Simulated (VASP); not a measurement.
Crystal: MgO.

```
Mg O
1.0
     3.38686    0.00000    0.00000
    -1.69343    2.93311    0.00000
     0.00000    0.00000    5.18540
Mg O
2 2
Direct
  0.33333 0.66667 0.99131
  0.66667 0.33333 0.49131
  0.33333 0.66667 0.38369
  0.66667 0.33333 0.88369
```

This cell differs from its parent crystal: strain +3.0%.

Base run:

* Program: VASP 6.6.1
* Functional: r2SCAN
* Potentials or basis: VASP PAW PBE potentials, release 64 (Mg, O)
* Cutoff: 520 eV
* k mesh: 12 × 12 × 6
* Occupations: gaussian, width 0.01 eV
* Spin: no spin polarisation

Its results: band gap on the k mesh 3.73 eV; pressure -10.0 GPa.

Problem. The run is repeated on the same cell with these changes: functional from r2SCAN to HSE06; k mesh from 12 × 12 × 6 to 6 × 6 × 4. What comes out?

Solution. Band gap on the k mesh 4.62 eV; pressure -9.6 GPa.

Several settings changed at once.

Caveats: the cell stands under tension; the PAW data sets were made with another functional, which shifts forces and pressure a little.

A k mesh can miss the band edges.
